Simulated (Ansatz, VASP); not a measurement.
W in VASP and in Ansatz

```
W
1.0
     2.64852    0.00000    0.00000
    -1.32426    2.29368    0.00000
     0.00000    0.00000    2.44950
W
1
Direct
  0.00000 0.00000 0.00000
```

Change from the starting cell: volume scaled by 0.85, LAPW.

Alike in both runs: task single point; functional PBE; k mesh 18 × 18 × 16; occupations fermi-dirac, width 0.08 eV; no spin polarisation.

```csv
,VASP,Ansatz
version,VASP 6.6.1,Ansatz 0.2.0
potentials or method,"VASP PAW PBE potentials, release 64 (W_sv), cutoff 520 eV","all-electron LAPW, scalar-relativistic"
```

|  | VASP | Ansatz | Ansatz less VASP |
| --- | --- | --- | --- |
| pressure (GPa) | 53.9 | 51.9 | -2.02 |
| traceless stress, the component that is largest in VASP (GPa) | 1.05 | -0.08 | -1.127 |

Both programs put the cell under a high pressure, so it lies far from rest at this level. Ansatz ran all-electron here, and VASP with PAW potentials.

Spin-orbit coupling is off throughout.
